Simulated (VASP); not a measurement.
BAs: single point with RPBE+D3(BJ)

The system is BAs.

```
As B
1.0
     0.00000    2.55567    2.55567
     2.55567    0.00000    2.55567
     2.55567    2.55567    0.00000
As B
1 1
Cartesian
  3.8335 3.8335 3.8335
  0.0000 0.0000 0.0000
```

```yaml
Program: VASP 6.6.1
Task: single point
Functional: RPBE
Dispersion: D3(BJ)
Potentials_or_basis: VASP PAW PBE potentials, release 64 (As, B)
Cutoff: 520 eV
k_mesh: 10 × 10 × 10
Occupations: gaussian, width 0.1 eV
Spin: no spin polarisation
Dipole_correction: no
Further_INCAR_settings: ALGO = Normal; EDIFF = 1e-07; NBANDS = 11
```

```
Pressure                   : -23.9 GPa
Band gap on the k mesh     : 1.41 eV, indirect (least direct gap 2.32 eV)
Dispersion energy per atom : -0.962 eV
```

Levels at points of the mesh, in eV from the valence-band top:
| k point | band 1 | band 2 | band 3 | band 4 | band 5 | band 6 | band 7 | band 8 |
| --- | --- | --- | --- | --- | --- | --- | --- | --- |
| (0.00, 0.00, 0.00) | -13.71 | 0.00 | 0.00 | 0.00 | 2.32 | 3.05 | 3.05 | 3.05 |
| (0.50, 0.00, 0.00) | -11.52 | -7.45 | -1.50 | -1.50 | 1.65 | 4.54 | 4.54 | 8.46 |
| (0.50, 0.50, 0.00) | -10.50 | -7.53 | -3.30 | -3.30 | 1.67 | 1.68 | 9.59 | 9.59 |

Wall time 26 s on 1 thread of Intel Xeon 8259CL, on a shared host, peak memory 0.17 GiB.

Caveat: three body term missing; the PAW data sets were made with another functional, which shifts forces and pressure a little. A k mesh can miss the band edges.
